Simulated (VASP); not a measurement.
A run of VASP 6.6.1 is set up as follows.

Contents of POSCAR:

```
LiCl
1.0
    0.0000000000      2.5037493100      2.5037493100
    2.5037493100      0.0000000000      2.5037493100
    2.5037493100      2.5037493100      0.0000000000
Li Cl
1 1
Direct
    0.0000000000      0.0000000000      0.0000000000
    0.5000000000      0.5000000000      0.5000000000
```

Contents of INCAR.step1:

```
SYSTEM = LiCl
ALGO = Normal ; EDIFF = 1E-4
ENCUT = 520 ; GGA = PE
ISMEAR = -1 ; LASPH = .True.
LCHARG = .False. ; LREAL = .False.
LWAVE = .True. ; NBANDS = 12
NELM = 60 ; PREC = Accurate
SIGMA = 0.02
```

File INCAR.step2:

```
SYSTEM = LiCl
ALGO = Normal ; EDIFF = 1E-6
ENCUT = 520 ; ISIF = 2
ISMEAR = -1 ; ISTART = 1
LASPH = .True. ; LCHARG = .True.
LELF = .True. ; LMIXTAU = .True.
LREAL = .False. ; LVHAR = .True.
LWAVE = .False. ; METAGGA = R2SCAN
NBANDS = 12 ; NELM = 60
PREC = Accurate ; SIGMA = 0.02
```

KPOINTS

```
k-points
0
Gamma
  10 10 10
  0 0 0
```

Potentials or basis: VASP PAW PBE potentials, release 64 (Li_sv, Cl).

Command:

```sh
$ cat potpaw_PBE.64/Li_sv/POTCAR potpaw_PBE.64/Cl/POTCAR > POTCAR
$ cp INCAR.step1 INCAR
$ mpirun -np 1 vasp_std > vasp.out
$ cp INCAR.step2 INCAR
$ mpirun -np 1 vasp_std > vasp.out
```

Q: Estimate the band gap on the k mesh.

A: 7.62 eV, indirect (least direct gap 7.79 eV).

Caveat: the PAW data sets were made with another functional, which shifts forces and pressure a little. r2SCAN opens gaps a little over a GGA but as a rule still falls short of measured ones.
